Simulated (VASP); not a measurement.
Runs of VASP 6.6.1 on InSb. The structure is that of space group I-4m2 (No. 119), or close to it. The cells are those of the table. 

```csv
cell,gap on the mesh (eV),pressure (GPa)
"a = 4.553 Å, angles 96.6, 96.6, 140.3°, 2 atoms",none,(b)
"a = 4.395 Å, angles 99.1, 99.1, 133.2°, 2 atoms",none,(a)
"a = 4.333 Å, angles 100.5, 100.5, 129.5°, 2 atoms",none,-1.9
"a = 4.432 Å, angles 98.4, 98.4, 135.2°, 2 atoms",none,-3.8
"a = 4.635 Å, angles 95.8, 95.8, 143.1°, 2 atoms",none,-2.7
```

Alike in all rows: task single point; level LDA; potentials or basis VASP PAW LDA potentials, release 64 (In_d, Sb); no spin polarisation; k mesh 22 × 22 × 22; cutoff (eV) 500; smearing gaussian 0.15 eV.

Problem. Estimate the missing entries.

Solution. (a) -3.3; (b) -4.0.

Caveats: spin-orbit coupling is left out, which moves the levels of the heavy elements; the cell stands under tension (at least some runs).

A k mesh can miss the band edges, and the runs leave out spin-orbit coupling on In, Sb.

A gap of «none» marks levels without a gap at the run's occupations.
